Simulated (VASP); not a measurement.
Crystal: SiC (Moissanite).

```
Si C
1.0
     3.09194    0.00000    0.00000
    -1.54597    2.67770    0.00000
     0.00000    0.00000    5.07429
Si C
2 2
Direct
  0.66667 0.33333 0.99958
  0.33333 0.66667 0.49958
  0.66667 0.33333 0.37542
  0.33333 0.66667 0.87542
```

* Program: VASP 6.6.1
* Task: relaxation of cell and atoms
* Functional: LDA
* Potentials or basis: VASP PAW LDA potentials, release 64 (Si, C)
* Cutoff: 600 eV
* k mesh: 12 × 12 × 6
* Occupations: gaussian, width 0.02 eV
* Spin: no spin polarisation

At the start: pressure -7.2 GPa; volume 10.50 Å³/atom.

Problem. Where does the relaxation end?

Solution. Over 6 steps the energy falls by 8.1 meV/atom and the volume is 10.15 Å³/atom (-3.3 %); space group P6_3mc (No. 186, to 0.05 Å).

Step by step:
```
step  energy change (eV)  largest force (eV/Å)  pressure (GPa)  volume (Å³)
   1              0.0000                0.0032           -7.24        42.01
   2              0.0058                0.0224            8.80        39.19
   3             -0.0323                0.0081           -0.05        40.63
   4             -0.0323                0.0083            0.10        40.60
   5             -0.0323                0.0099           -0.09        40.63
   6             -0.0323                0.0006            0.01        40.62
```

Final structure:
```
Si C
1.0
     3.05733    0.00000    0.00000
    -1.52866    2.64772    0.00000
     0.00000    0.00000    5.01772
Si C
2 2
Direct
  0.66667 0.33333 0.99960
  0.33333 0.66667 0.49960
  0.66667 0.33333 0.37540
  0.33333 0.66667 0.87540
```
